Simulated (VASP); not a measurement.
**HfSeS4: single point with PBE**

The system is HfSeS4.

```
CELL_PARAMETERS angstrom
4.18680 0.00000 0.00000
0.00000 4.18680 0.00000
0.00000 0.00000 7.35857
ATOMIC_POSITIONS crystal
Hf 0.00000 0.00000 0.00000
Se 0.50000 0.50000 0.50000
S 0.50000 0.00000 0.00000
S 0.00000 0.50000 0.00000
S 0.00000 0.00000 0.27370
S 0.00000 0.00000 0.72630
```

```
Program             : VASP 6.6.1
Task                : single point
Functional          : PBE
Potentials or basis : VASP PAW PBE potentials, release 64 (Hf_pv, Se, S)
Cutoff              : 520 eV
k mesh              : 4 × 4 × 4
Occupations         : gaussian, width 0.1 eV
Spin                : no spin polarisation
```

| Quantity | Value |
| --- | --- |
| Pressure | 44.6 GPa |
| Largest force | 11.225 eV/Å |
| Band gap on the k mesh | zero (band 20 reaches 3.69 eV, above the bottom of band 21 at 3.21 eV) |

Forces in eV/Å, atoms in the order of the input:
```
Hf    0.000   0.000   0.000
Se    0.000   0.000   0.000
S     0.000   0.000   0.000
S     0.000   0.000   0.000
S     0.000   0.000  11.225
S     0.000   0.000 -11.225
```

Stress tensor (GPa, compression positive):
```
41.13  0.00  0.00
 0.00 41.13  0.00
 0.00  0.00 51.53
```

Levels at points of the mesh, in eV from the Fermi level:
```tsv
k point	band 18	band 19	band 20	band 21	band 22	band 23
(0.00, 0.00, 0.00)	-0.93	0.06	0.20	0.20	1.23	1.23
(0.50, 0.00, 0.00)	-1.02	-0.46	-0.13	0.24	0.61	1.16
(0.50, 0.50, 0.00)	0.15	0.26	0.26	0.44	0.44	1.29
(0.00, 0.00, 0.50)	-0.54	-0.37	-0.22	-0.22	0.06	0.94
(0.50, 0.00, 0.50)	-1.86	-0.16	0.25	0.39	0.43	0.71
(0.50, 0.50, 0.50)	-1.89	-1.52	-0.64	1.29	1.41	1.41
```

It took 64 s on 1 thread of Intel Xeon 6975P-C, with other jobs on the host, peak memory 0.26 GiB.

Caveat: the k points lie up to 0.38 Å⁻¹ apart; spin-orbit coupling is left out, which moves the levels of the heavy elements; forces of over 1 eV/Å act on the atoms, so gaps and moduli don't describe the material at rest.
